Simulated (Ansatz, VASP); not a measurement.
## One calculation of SnTe, two programs

INCAR

```
SYSTEM = SnTe
ALGO = Normal ; EDIFF = 1E-6
ENCUT = 500 ; GGA_COMPAT = .FALSE.
ISIF = 2 ; ISMEAR = -1
LASPH = .TRUE. ; LCHARG = .FALSE.
LREAL = .FALSE. ; LWAVE = .FALSE.
NBANDS = 17 ; NELM = 120
PREC = Accurate ; SIGMA = 0.0272
```

The input KPOINTS:

```
k-points
0
G
  6 6 6
  0 0 0
```

File POSCAR:

```
SnTe
1.0
    0.0000000000      3.1508500000      3.1508500000
    3.1508500000      0.0000000000      3.1508500000
    3.1508500000      3.1508500000      0.0000000000
Sn Te
1 1
Direct
    0.0000000000      0.0000000000      0.0000000000
    0.5000000000      0.5000000000      0.5000000000
```

Input for Ansatz:

```yaml
crystal:
  lattice:
    - [0.0, 3.15085, 3.15085]
    - [3.15085, 0.0, 3.15085]
    - [3.15085, 3.15085, 0.0]
  atoms:
    - { symbol: Sn, position: [0.0, 0.0, 0.0] }
    - { symbol: Te, position: [0.5, 0.5, 0.5] }
kpoints:
  mp_grid: { grid: [6, 6, 6] }
scf:
  occupations: { method: fermi_dirac, width: 0.0272 }
hamiltonian:
  xc: lda
  pseudopotentials: { kind: all_electron, lapw: { basis_error: 0.001 } }
output:
  forces: true
  stress: true
  eigenvalues: true
  eigenstates:
    nscf_kmesh: { grid: [12, 12, 12] }
    de_dk: true
    e_range: [-14, 14]
  optics:
    e_range: [0, 25]
    de: 0.2
    sigma: 0.15
    bands: { spectra_wanted_up_to: 25 }
    nscf_kmesh: { grid: [12, 12, 12] }
    drude_damping: 0.109
checkpoint:
  write: ck
  write_wavefunctions: false
```

Alike in both runs: task single point; functional LDA; k mesh 6 × 6 × 6; occupations fermi-dirac, width 0.0272 eV; no spin polarisation.

|  | VASP | Ansatz |
| --- | --- | --- |
| version | VASP 6.6.1 | Ansatz 0.2.0 |
| potentials or method | VASP PAW LDA potentials, release 64 (Sn_d, Te), cutoff 500 eV | all-electron LAPW, scalar-relativistic |

|  | VASP | Ansatz | Ansatz less VASP |
| --- | --- | --- | --- |
| pressure (GPa) | -1.5 | -1.5 | -0.02 |

LDA's correlation is that of Perdew and Zunger in VASP and of Perdew and Wang (1992) in Ansatz. Ansatz ran all-electron here, and VASP with PAW potentials. Ansatz's warnings: optics on partly filled bands.

Neither program's run includes spin-orbit coupling.
